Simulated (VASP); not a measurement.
Wanted: the native input for a VASP 6.6.1 run.

```
Task                   : single point
Functional             : LDA
Potentials or basis    : VASP PAW LDA potentials, release 64 (Ni, O)
Cutoff                 : 520 eV
k mesh                 : 12 × 12 × 6
Occupations            : gaussian, width 0.05 eV
Spin                   : no spin polarisation
Dipole correction      : no
Further INCAR settings : ALGO = Normal; EDIFF = 1e-07; NBANDS = 18
```

The structure of NiO2 lies in POSCAR:

```
NiO2
1.0
    2.8475295614      0.0000000000      0.0000000000
   -1.4237647807      2.4660329382      0.0000000000
    0.0000000000      0.0000000000      3.9594898551
Ni O
1 2
Direct
    0.0000000000      0.0000000000      0.5000000000
    0.6666666667      0.3333333333      0.6948483030
    0.3333333333      0.6666666667      0.3051516970
```

This cell differs from its parent crystal: c/a of the conventional cell at fixed volume 1.3905.

One way to write it, as run:

INCAR

```
SYSTEM = NiO2
PREC = Accurate
ENCUT = 520
EDIFF = 1E-7
ISMEAR = 0
SIGMA = 0.05
LREAL = .FALSE.
LASPH = .TRUE.
NELM = 100
ALGO = Normal
ISIF = 2
LWAVE = .FALSE.
LCHARG = .TRUE.
LELF = .TRUE.
LVHAR = .TRUE.
NBANDS = 18
```

KPOINTS

```
Automatic mesh
0
G
  12 12 6
  0 0 0
```

Potentials or basis: VASP PAW LDA potentials, release 64 (Ni, O).

Command:

```bash
$ cat potpaw_LDA.64/Ni/POTCAR potpaw_LDA.64/O/POTCAR > POTCAR
$ mpirun -np 1 vasp_std > vasp.out
```

Results of the run:

```json
{"Pressure": "11.0 GPa", "Largest force": "2.195 eV/Å", "Band gap on the k mesh": "0.49 eV, indirect (least direct gap 0.95 eV)"}
```

Caveat: forces of over 1 eV/Å act on the atoms, so gaps and moduli don't describe the material at rest.

Run time: 76 s on 1 thread of Intel(R) Xeon(R) Platinum 8375C CPU @ 2.90GHz (Ice Lake), on a shared host, peak memory 0.16 GiB.
